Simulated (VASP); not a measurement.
Input of a VASP 6.6.1 run:

Contents of INCAR:

```
  PREC = Accurate
  ENCUT = 520
  EDIFF = 1E-7
  ISMEAR = -1
  SIGMA = 0.05
  LREAL = F
  LASPH = T
  NELM = 80
  ALGO = Normal
  ISIF = 2
  LWAVE = F
  LCHARG = F
  GGA = PS
  NBANDS = 19
```

The input KPOINTS:

```
Automatic mesh
0
Gamma
  5 5 5
```

Contents of POSCAR:

```
SrCl2
1.0
    0.0000000000      3.4883500000      3.4883500000
    3.4883500000      0.0000000000      3.4883500000
    3.4883500000      3.4883500000      0.0000000000
Sr Cl
1 2
Direct
    0.0000000000      0.0000000000      0.0000000000
    0.7500000000      0.7500000000      0.7500000000
    0.2500000000      0.2500000000      0.2500000000
```

Potentials or basis: VASP PAW PBE potentials, release 64 (Sr_sv, Cl).

Launch:

```console
$ cat potpaw_PBE.64/Sr_sv/POTCAR potpaw_PBE.64/Cl/POTCAR > POTCAR
$ mpirun -np 1 vasp_std > vasp.out
```

Q: What does it give for the pressure?

A: -0.9 GPa.

Q: Predict the band gap on the k mesh.

A: 5.21 eV, indirect (least direct gap 5.48 eV).

Caveat: the PAW data sets were made with another functional, which shifts forces and pressure a little. A hybrid or GW would open this gap; PBEsol tends to underestimate it.
